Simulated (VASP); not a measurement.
# LiOsRu3 (P4mm) in VASP: further runs

Runs on LiOsRu3. Level: PBE. Tasks: single point.

Everything below comes from runs of VASP 6.6.1. Logs are shortened: lines on timing, memory, paths and dates and some standing lists are left out, and cuts for length are marked.

## 1. The cell of the first run

It takes space group P4mm (No. 99, tetragonal). The conventional cell has a = 3.879 Å, b = 3.879 Å, c = 5.550 Å, α = 90.00°, β = 90.00°, γ = 90.00°. Li (site symmetry 4mm) has 12 Ru at 2.90 to 3.48 Å and 4 Os at 3.05 Å and 4 Li at 3.88 Å within 3.9 Å. Ru (site symmetry 4mm) has 1 Os at 2.27 Å and 4 Ru at 2.59 Å and 4 Li at 2.90 Å within 3.0 Å. Ru (site symmetry 2mm) has 2 Os at 2.49 Å and 6 Ru at 2.59 to 2.74 Å and 2 Li at 3.29 Å within 3.3 Å. Os (site symmetry 4mm) has 5 Ru at 2.27 to 2.49 Å and 4 Li at 3.05 Å within 3.1 Å.

## 2. Single point, PBE

INCAR reads:

```
PREC = Accurate ; ENCUT = 880
EDIFF = 1E-6 ; ISMEAR = 0
SIGMA = 0.1 ; LREAL = False
LASPH = True ; NELM = 120
ALGO = Normal ; ISIF = 2
LWAVE = False ; LCHARG = True
GGA = PE ; LELF = True
LVHAR = True ; NBANDS = 42
GGA_COMPAT = False
```

KPOINTS reads:

```
regular mesh
0
Gamma
  4 4 4
```

POSCAR reads:

```
LiOsRu3
1.0
    3.8792624282      0.0000000000      0.0000000000
    0.0000000000      3.8792624282      0.0000000000
    0.0000000000      0.0000000000      5.5495633440
Li Ru Os
1 3 1
Direct
    0.0000000000      0.0000000000     -0.0854519971
    0.5000000000      0.5000000000      1.0836374112
    0.0000000000      0.5000000000      0.3938744576
    0.5000000000      0.0000000000      0.3938744576
    0.5000000000      0.5000000000      0.6740656707
```

Potentials or basis: VASP PAW PBE potentials, release 64 (Li_sv, Ru_sv, Os_sv_GW).

Launch:

```console
> cat potpaw_PBE.64/Li_sv/POTCAR potpaw_PBE.64/Ru_sv/POTCAR potpaw_PBE.64/Os_sv_GW/POTCAR > POTCAR
> mpirun -np 1 vasp_std > vasp.out
```

OUTCAR:

```text
PREC = Accurate
   ENCUT = 880
   EDIFF = 1E-6
   ISMEAR = 0
   LREAL = False
   LASPH = True
   NELM = 120
   ISIF = 2
   GGA = PE

 ion  position               nearest neighbor table
   1  0.000  0.000  0.915-
   2  0.500  0.500  0.084-   5 2.27   4 2.59   3 2.59   4 2.59   3 2.59
   3  0.000  0.500  0.394-   5 2.49   5 2.49   2 2.59   2 2.59   4 2.74   4 2.74   4 2.74   4 2.74

   4  0.500  0.000  0.394-   5 2.49   5 2.49   2 2.59   2 2.59   3 2.74   3 2.74   3 2.74   3 2.74

   5  0.500  0.500  0.674-   2 2.27   3 2.49   4 2.49   4 2.49   3 2.49

  LATTYP: Found a simple tetragonal cell.
 ALAT       =     3.8792624282
 C/A-ratio  =     1.4305717766

  Lattice vectors:

 A1 = (   3.8792624282,   0.0000000000,   0.0000000000)
 A2 = (   0.0000000000,   3.8792624282,   0.0000000000)
 A3 = (   0.0000000000,   0.0000000000,   5.5495633440)

Analysis of symmetry for initial positions (statically):
=====================================================================
 Subroutine PRICEL returns:
 Original cell was already a primitive cell.

 Routine SETGRP: Setting up the symmetry group for a
 simple tetragonal supercell.

 Subroutine GETGRP returns: Found  8 space group operations
 (whereof  8 operations were pure point group operations)
 out of a pool of 16 trial point group operations.

The static configuration has the point symmetry C_4v.

Analysis of symmetry for dynamics (positions and initial velocities):
=====================================================================
 Subroutine PRICEL returns:
 Original cell was already a primitive cell.

 Routine SETGRP: Setting up the symmetry group for a
 simple tetragonal supercell.

 Subroutine GETGRP returns: Found  8 space group operations
 (whereof  8 operations were pure point group operations)
 out of a pool of 16 trial point group operations.

The dynamic configuration has the point symmetry C_4v.

 Subroutine INISYM returns: Found  8 space group operations
 (whereof  8 operations are pure point group operations),
 and found     1 'primitive' translations

----------------------------------------------------------------------------------------

                                     Primitive cell

  volume of cell :      83.5136

[... 85 lines left out ...]
   ENCUT  =  880.0 eV  64.68 Ry    8.04 a.u.   9.38  9.38 13.42*2*pi/ulx,y,z
   NELM   =    120;   NELMIN=  2; NELMDL= -5     # of ELM steps
   EDIFF  = 0.1E-05   stopping-criterion for ELM
   LREAL  =      F    real-space projection
   EDIFFG = 0.1E-04   stopping-criterion for IOM
   NSW    =      0    number of steps for IOM
   IBRION =     -1    ionic relax: 0-MD 1-quasi-New 2-CG
   NFREE  =      0    steps in history (QN), initial steepest desc. (CG)
   ISIF   =      2    stress and relaxation
   ISYM   =      2    0-nonsym 1-usesym 2-fastsym
   POTIM  = 0.5000    time-step for ionic-motion
   TEBEG  =    0.0;   TEEND  =   0.0 temperature during run
   PSTRESS=    0.0 pullay stress
   NELECT =      67.0000    total number of electrons
   NUPDOWN=      -1.0000    fix difference up-down
   EMIN   =  10.00;   EMAX   =-10.00  energy-range for DOS
   EFERMI =   0.00;   METHOD = LEGACY
   ISMEAR =     0;   SIGMA  =   0.10  broadening in eV -4-tet -1-fermi 0-gaus
   EFERMI_NEDOS =   21; number of points for ismear=-14 and -15
   IALGO  =     38    algorithm
   IMIX   =      4    mixing-type and parameters
     AMIX     =   0.40;   BMIX     =  1.00
     AMIX_MAG =   1.60;   BMIX_MAG =  1.00
  volume/ion in A,a.u.               =      16.70       112.72
  Fermi-wavevector in a.u.,A,eV,Ry     =   1.521180  2.874614 31.483743  2.313990
  Thomas-Fermi vector in A             =   2.629930
   LORBIT       =      0    0 simple, 1 ext, 2 COOP (PROOUT), +10 PAW based schemes
   GGA     = PE    functional components
   LHFCALC =     F    Hartree Fock is set to
   AEXX    =    0.0000 exact exchange contribution
   IVDW    =     0    specifies the selected vdW correction
   LEPSILON=     F    determine dielectric tensor
   LRPA    =     F    only Hartree local field effects (RPA)
 non-spin polarized calculation
 Gauss-broadening in eV      SIGMA  =   0.10
  energy-cutoff  :      880.00
  volume of cell :       83.51
 maximum number of plane-waves:      4983
 NGX is ok and might be reduce to    40
   NGX = 19   NGY = 19   NGZ = 27

 number of electron      66.9999999 magnetization

 Free energy of the ion-electron system (eV)
  ---------------------------------------------------
  ext. energy  EPLUGINS =         0.00000000
  ---------------------------------------------------
  free energy    TOTEN  =       -38.58485112 eV

  energy without entropy =      -38.54031514  energy(sigma->0) =      -38.56258313

 E-fermi :   9.0590     XC(G=0): -11.8162

 val. band max:        9.0537439132   @ k =   0.2500   0.0000   0.2500
 cond. band min:       9.0711461215   @ k =   0.2500   0.0000   0.5000
 fundamental gap:      0.0174022083
 Fermi energy:         9.0590038975

 k-point     1 :       0.0000    0.0000    0.0000
  band No.  band energies     occupation
      1     -77.3525      2.00000
      2     -63.7343      2.00000
      3     -63.6301      2.00000
      4     -63.4595      2.00000
      5     -37.0326      2.00000
      6     -36.6938      2.00000
[... 799 lines left out ...]
     41      11.7254      0.00000
     42      11.9807      0.00000

------------------------ aborting loop because EDIFF is reached ----------------------------------------

  FORCE on cell =-STRESS in cart. coord.  units (eV):
  Direction    XX          YY          ZZ          XY          YZ          ZX
  --------------------------------------------------------------------------------------
  -------------------------------------------------------------------------------------
  Total       -0.0508506     -0.0508506      0.1455630      0.0000000     -0.0000000      0.0000000
  in kB       -0.9755505     -0.9755505      2.7925729      0.0000000     -0.0000000      0.0000000
  external PRESSURE =       0.2804906 kB  Pullay stress =       0.0000000 kB

 VOLUME and BASIS-vectors are now :
 -----------------------------------------------------------------------------
  energy-cutoff  :      880.00
  volume of cell :       83.51
      direct lattice vectors                 reciprocal lattice vectors
     3.879262428  0.000000000  0.000000000     0.257780962  0.000000000  0.000000000
     0.000000000  3.879262428  0.000000000     0.000000000  0.257780962  0.000000000
     0.000000000  0.000000000  5.549563344     0.000000000  0.000000000  0.180194357

 POSITION                                       TOTAL-FORCE (eV/Angst)
 -----------------------------------------------------------------------------------
      0.00000      0.00000      5.07534        -0.000000     -0.000000      0.000437
      1.93963      1.93963      0.46415        -0.000000     -0.000000      0.092722
      0.00000      1.93963      2.18583        -0.000000     -0.000000     -0.017828
      1.93963      0.00000      2.18583         0.000000     -0.000000     -0.017828
      1.93963      1.93963      3.74077        -0.000000      0.000000     -0.057504
 -----------------------------------------------------------------------------------
    total drift:                               -0.000000     -0.000000      0.001065

  FREE ENERGIE OF THE ION-ELECTRON SYSTEM (eV)
  ---------------------------------------------------
  free  energy   TOTEN  =       -38.5848511166 eV

  energy  without entropy=      -38.5403151385  energy(sigma->0) =      -38.56258313
```

OSZICAR:

```text
N       E                     dE             d eps       ncg     rms          rms(c)
DAV:   1     0.127945894482E+04    0.12795E+04   -0.54991E+04  1512   0.251E+03
DAV:   2     0.311943249749E+02   -0.12483E+04   -0.12152E+04  1694   0.698E+02
DAV:   3    -0.391022038111E+02   -0.70297E+02   -0.67950E+02  1884   0.171E+02
DAV:   4    -0.427841040346E+02   -0.36819E+01   -0.36466E+01  2506   0.293E+01
DAV:   5    -0.428625362632E+02   -0.78432E-01   -0.78289E-01  1938   0.366E+00    0.866E+01
DAV:   6    -0.451055819941E+02   -0.22430E+01   -0.56031E+01  2094   0.404E+01    0.663E+01
DAV:   7    -0.447444226148E+02    0.36116E+00   -0.66725E+01  1842   0.394E+01    0.355E+01
DAV:   8    -0.392821394531E+02    0.54623E+01   -0.16491E+01  1828   0.313E+01    0.107E+01
DAV:   9    -0.401846288361E+02   -0.90249E+00   -0.12555E+01  1918   0.188E+01    0.119E+01
DAV:  10    -0.386053241181E+02    0.15793E+01   -0.38690E+00  1952   0.108E+01    0.272E+00
DAV:  11    -0.385957247712E+02    0.95993E-02   -0.23051E-01  1854   0.292E+00    0.169E+00
DAV:  12    -0.385879570692E+02    0.77677E-02   -0.65448E-02  1732   0.219E+00    0.647E-01
DAV:  13    -0.385848630586E+02    0.30940E-02   -0.83316E-03  1956   0.781E-01    0.204E-01
DAV:  14    -0.385849210259E+02   -0.57967E-04   -0.90452E-04  1712   0.190E-01    0.788E-02
DAV:  15    -0.385848527084E+02    0.68317E-04   -0.18782E-04  2136   0.952E-02    0.285E-02
DAV:  16    -0.385848519734E+02    0.73501E-06   -0.16245E-05  1728   0.316E-02    0.752E-03
DAV:  17    -0.385848511166E+02    0.85679E-06   -0.26678E-06  1260   0.130E-02
   1 F= -.38584851E+02 E0= -.38562583E+02  d E =-.445360E-01
```

stdout:

```text
POSCAR found type information on POSCAR LiRuOs
 POSCAR found :  3 types and       5 ions
 scaLAPACK will be used
 LDA part: xc-table for (Slater+PW92), standard interpolation
 POSCAR, INCAR and KPOINTS ok, starting setup
 FFT: planning ... GRIDC
 FFT: planning ... GRID_SOFT
 FFT: planning ... GRID
 WAVECAR not read
 entering main loop
```

Wall time 2.7 min (1 thread of Intel Xeon Platinum 8259CL at 2.50GHz (Skylake/Cascade Lake), shared host); peak memory 0.36 GiB.

Results:

- Free energy: -38.5849 eV
- Pressure: 0.0 GPa
- Largest force: 0.093 eV/Å
- Band gap on the k mesh: zero (an odd number of electrons rules out a gap without spin polarisation)

Forces on the atoms (eV/Å):
```
Li   0.000  0.000  0.000
Ru   0.000  0.000  0.093
Ru   0.000  0.000 -0.018
Ru   0.000  0.000 -0.018
Os   0.000  0.000 -0.058
```

Levels at points of the mesh, in eV from the Fermi level:
```
           k point  band 30  band 31  band 32  band 33  band 34  band 35  band 36  band 37
(0.00, 0.00, 0.00)    -0.81    -0.78    -0.78    -0.57     0.32     1.57     1.66     1.94
(0.50, 0.00, 0.00)    -1.29    -1.19    -0.95    -0.61    -0.52    -0.05     0.57     0.66
(0.50, 0.50, 0.00)    -0.73    -0.73    -0.30    -0.03    -0.03     0.07     0.60     1.08
(0.00, 0.00, 0.50)    -1.42    -0.91    -0.91     0.12     0.20     0.20     0.32     1.94
(0.50, 0.00, 0.50)    -2.54    -1.79    -0.73    -0.05    -0.05     0.22     0.36     0.93
(0.50, 0.50, 0.50)    -1.34    -1.34    -0.57    -0.14     0.07     0.73     0.94     0.94
```

Caveat: the k points lie up to 0.40 Å⁻¹ apart, too coarse for converged energies and pressures of a metal; spin-orbit coupling is left out, which moves the levels of the heavy elements.

## 3. Single point, PBE

This run uses another cell than the first one, of 16.75 Å³/atom.

INCAR reads:

```
SYSTEM = LiOsRu3
  PREC = Accurate
  ENCUT = 880
  EDIFF = 1E-6
  ISMEAR = 0
  SIGMA = 0.1
  LREAL = .False.
  LASPH = .True.
  NELM = 120
  ALGO = Normal
  ISIF = 2
  LWAVE = .False.
  LCHARG = .True.
  GGA = PE
  LELF = .True.
  LVHAR = .True.
  NBANDS = 42
  GGA_COMPAT = .False.
```

KPOINTS reads:

```
regular mesh
0
Gamma
  10 10 8
  0 0 0
```

POSCAR reads:

```
LiOsRu3
1.0
    3.8853939565      0.0000000000      0.0000000000
    0.0000000000      3.8853939565      0.0000000000
    0.0000000000      0.0000000000      5.5461992809
Li Ru Os
1 3 1
Direct
    0.0000000000      0.0000000000      0.9116702403
    0.5000000000      0.5000000000      0.0831264345
    0.0000000000      0.5000000000      0.3953205946
    0.5000000000      0.0000000000      0.3953205946
    0.5000000000      0.5000000000      0.6745621359
```

Potentials or basis: VASP PAW PBE potentials, release 64 (Li_sv, Ru_sv, Os_sv_GW).

Launch:

```console
> cat potpaw_PBE.64/Li_sv/POTCAR potpaw_PBE.64/Ru_sv/POTCAR potpaw_PBE.64/Os_sv_GW/POTCAR > POTCAR
> mpirun -np 1 vasp_std > vasp.out
```

OUTCAR:

```text
SYSTEM = LiOsRu3
   PREC = Accurate
   ENCUT = 880
   EDIFF = 1E-6
   ISMEAR = 0
   LREAL = .False.
   LASPH = .True.
   NELM = 120
   ISIF = 2
   GGA = PE

 ion  position               nearest neighbor table
   1  0.000  0.000  0.912-
   2  0.500  0.500  0.083-   5 2.27   4 2.60   3 2.60   4 2.60   3 2.60
   3  0.000  0.500  0.395-   5 2.48   5 2.48   2 2.60   2 2.60   4 2.75   4 2.75   4 2.75   4 2.75

   4  0.500  0.000  0.395-   5 2.48   5 2.48   2 2.60   2 2.60   3 2.75   3 2.75   3 2.75   3 2.75

   5  0.500  0.500  0.675-   2 2.27   3 2.48   4 2.48   4 2.48   3 2.48

  LATTYP: Found a simple tetragonal cell.
 ALAT       =     3.8853939565
[... 1283 lines left out ...]
  -------------------------------------------------------------------------------------
  Total       -0.0386846     -0.0386846      0.0646756      0.0000000      0.0000000      0.0000000
  in kB       -0.7402589     -0.7402589      1.2376154      0.0000000      0.0000000      0.0000000
  external PRESSURE =      -0.0809675 kB  Pullay stress =       0.0000000 kB

 VOLUME and BASIS-vectors are now :
 -----------------------------------------------------------------------------
  energy-cutoff  :      880.00
  volume of cell :       83.73
      direct lattice vectors                 reciprocal lattice vectors
     3.885393957  0.000000000  0.000000000     0.257374159  0.000000000  0.000000000
     0.000000000  3.885393957  0.000000000     0.000000000  0.257374159  0.000000000
     0.000000000  0.000000000  5.546199281     0.000000000  0.000000000  0.180303655

 POSITION                                       TOTAL-FORCE (eV/Angst)
 -----------------------------------------------------------------------------------
      0.00000      0.00000      5.05630         0.000000      0.000000     -0.000625
      1.94270      1.94270      0.46104         0.000000      0.000000      0.064737
      0.00000      1.94270      2.19253         0.000000     -0.000000     -0.013773
      1.94270      0.00000      2.19253        -0.000000      0.000000     -0.013773
      1.94270      1.94270      3.74126        -0.000000     -0.000000     -0.036567
 -----------------------------------------------------------------------------------
    total drift:                               -0.000000     -0.000000     -0.000851

  FREE ENERGIE OF THE ION-ELECTRON SYSTEM (eV)
  ---------------------------------------------------
  free  energy   TOTEN  =       -38.4617496460 eV

  energy  without entropy=      -38.4167912803  energy(sigma->0) =      -38.43927046
```

Run time: 9 min. Hardware: 1 thread of Intel Xeon Platinum 8488C (Sapphire Rapids), shared host; peak memory 0.81 GiB.

What came out:

| Property | Result |
| --- | --- |
| Free energy | -38.4617 eV |
| Pressure | 0.0 GPa |
| Largest force | 0.065 eV/Å |
| Band gap on the k mesh | zero (an odd number of electrons rules out a gap without spin polarisation) |

Forces in eV/Å, atoms in the order of the input:
```
Li   0.000  0.000 -0.001
Ru   0.000  0.000  0.065
Ru   0.000  0.000 -0.014
Ru   0.000  0.000 -0.014
Os   0.000  0.000 -0.037
```

Stress tensor (GPa, compression positive):
```
-0.07  0.00  0.00
 0.00 -0.07  0.00
 0.00  0.00  0.12
```

Levels at points of the mesh, in eV from the Fermi level:
| k point | band 32 | band 33 | band 34 | band 35 | band 36 | band 37 |
| --- | --- | --- | --- | --- | --- | --- |
| (0.00, 0.00, 0.00) | -0.77 | -0.58 | 0.29 | 1.56 | 1.64 | 1.92 |
| (0.50, 0.00, 0.00) | -0.97 | -0.63 | -0.53 | -0.05 | 0.59 | 0.67 |
| (0.50, 0.50, 0.00) | -0.33 | 0.00 | 0.00 | 0.08 | 0.60 | 1.08 |
| (0.00, 0.00, 0.50) | -0.90 | 0.12 | 0.17 | 0.17 | 0.29 | 1.92 |
| (0.50, 0.00, 0.50) | -0.72 | -0.09 | -0.05 | 0.22 | 0.37 | 0.94 |
| (0.50, 0.50, 0.50) | -0.57 | -0.14 | 0.08 | 0.72 | 0.92 | 0.92 |

Caveat: spin-orbit coupling is left out, which moves the levels of the heavy elements.
